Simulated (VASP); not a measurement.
Wanted: the native input for a VASP 6.6.1 run.

* Task: single point
* Functional: PBE
* Potentials or basis: VASP PAW PBE potentials, release 64 (C)
* Cutoff: 520 eV
* k mesh: 13 × 13 × 13
* Occupations: gaussian, width 0.03 eV
* Spin: no spin polarisation
* Dipole correction: no
* Further INCAR settings: ALGO = Normal; EDIFF = 1e-06; NBANDS = 11

The structure of C lies in POSCAR:

```
C
1.0
    0.0000000000      1.7833700000      1.7833700000
    1.7833700000      0.0000000000      1.7833700000
    1.7833700000      1.7833700000      0.0000000000
C
2
Direct
    0.7500000000      0.7500000000      0.7500000000
    0.5000000000      0.5000000000      0.5000000000
```

These files were run (other wordings do the same):

INCAR

```
SYSTEM = C
PREC = Accurate ; ENCUT = 520
EDIFF = 1E-6 ; ISMEAR = 0
SIGMA = 0.03 ; LREAL = .FALSE.
LASPH = .TRUE. ; NELM = 100
ALGO = Normal ; ISIF = 2
LWAVE = .FALSE. ; LCHARG = .FALSE.
GGA = PE ; NBANDS = 11
```

KPOINTS

```
Automatic mesh
0
G
  13 13 13
  0 0 0
```

Potentials or basis: VASP PAW PBE potentials, release 64 (C).

The run is started by

```sh
$ cat potpaw_PBE.64/C/POTCAR > POTCAR
$ mpirun -np 1 vasp_std > vasp.out
```

Results of the run:

* Pressure: 2.5 GPa
* Band gap on the k mesh: 4.14 eV, indirect (least direct gap 5.59 eV)

Run time: 8.5 s on 1 thread of AMD EPYC 7R13 Processor (Zen 3) (shared host), peak memory 0.09 GiB.
